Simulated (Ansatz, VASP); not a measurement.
# PtSe2: VASP beside Ansatz

File INCAR:

```
  ALGO = Normal
  EDIFF = 1E-6
  ENCUT = 520
  ISIF = 2
  ISMEAR = 0
  ISPIN = 2
  LASPH = True
  LCHARG = False
  LDAU = True
  LDAUJ = 0 0
  LDAUL = 2 -1
  LDAUPRINT = 1
  LDAUTYPE = 2
  LDAUU = 1 0
  LMAXMIX = 4
  LORBIT = 11
  LREAL = False
  LWAVE = False
  MAGMOM = 0 0 0 0 0 0
  NBANDS = 35
  NELM = 150
  PREC = Accurate
  SIGMA = 0.05
```

The input KPOINTS:

```
k-points
0
Gamma
  6 6 2
```

Contents of POSCAR:

```
PtSe2
1.0
    3.7240002900      0.0000000000      0.0000000000
   -1.8620001500      3.2250788600      0.0000000000
    0.0000000000      0.0000000000     10.1239991600
Pt Se
2 4
Direct
    0.0000000000      0.0000000000      0.0000000000
    0.0000000000      0.0000000000      0.5000000000
    0.3333333333      0.6666666667      0.1250000000
    0.6666666667      0.3333333333      0.3750000000
    0.3333333333      0.6666666667      0.6250000000
    0.6666666667      0.3333333333      0.8750000000
```

Input for Ansatz:

```yaml
crystal:
  lattice:
    - [3.72400029, 0.0, 0.0]
    - [-1.86200015, 3.22507886, 0.0]
    - [0.0, 0.0, 10.12399916]
  atoms:
    - { symbol: Pt, position: [0.0, 0.0, 0.0], spin: 4.0 }
    - { symbol: Se, position: [0.3333333333, 0.6666666667, 0.125] }
    - { symbol: Se, position: [0.6666666667, 0.3333333333, 0.375] }
    - { symbol: Pt, position: [0.0, 0.0, 0.5], spin: -1.6 }
    - { symbol: Se, position: [0.3333333333, 0.6666666667, 0.625] }
    - { symbol: Se, position: [0.6666666667, 0.3333333333, 0.875] }
basis:
  ecutwfc: 420
  ecutrho_ratio: 4
kpoints:
  mp_grid: { grid: [6, 6, 2] }
hamiltonian:
  xc: lda
  hubbard:
    sites: [{ site: 0, l: d, u_eff: 1.0 }, { site: 3, l: d, u_eff: 1.0 }]
scf:
  occupations: { method: gaussian, width: 0.05 }
  lower_state_search: "off"
  max_iter: 150
output:
  forces: true
  stress: true
  eigenvalues: true
  populations: true
  hubbard: { sites: [{ site: 0, l: d }, { site: 3, l: d }] }
magnetization:
  spin_polarized: true
  spin_locking: { lock_spins: true, n_iters: 12 }
```

Alike in both runs: task single point; functional LDA; k mesh 6 × 6 × 2; occupations gaussian, width 0.05 eV; collinear spin; Hubbard terms Pt d U = 1.0 eV.

|  | VASP | Ansatz |
| --- | --- | --- |
| version | VASP 6.6.1 | Ansatz 0.2.0 |
| potentials or method | VASP PAW LDA potentials, release 64 (Pt, Se), cutoff 520 eV | scalar-relativistic, plane waves, PAW |
| valence electrons in the cell | 44 | 100 |

Ansatz gave:

| Item | Value |
| --- | --- |
| gap on the k mesh at the Fermi level (eV) | none |
| pressure (GPa) | -0.4 |
| rms of the force components (eV/Å) | 0.099 |
| net moment per atom (μB) | 0.00 |

Task: Which values does VASP return?

Result: gap on the k mesh at the Fermi level (eV): none; pressure (GPa): -0.7; rms of the force components (eV/Å): 0.096; net moment per atom (μB): 0.00.

LDA's correlation is that of Perdew and Zunger in VASP and of Perdew and Wang (1992) in Ansatz. The programs project onto different local orbitals, so the same U acts differently, and such runs can settle in different states. A gap of «none» marks a metal or a gap that the smearing closes. VASP's potentials hold 44 valence electrons a cell and Ansatz's 100, so a difference there can come from the potentials and not from the codes. Ansatz's warnings: filled band counts differ across k points, seeded moment not kept, stress scf threshold loose.

Spin-orbit coupling is off throughout.
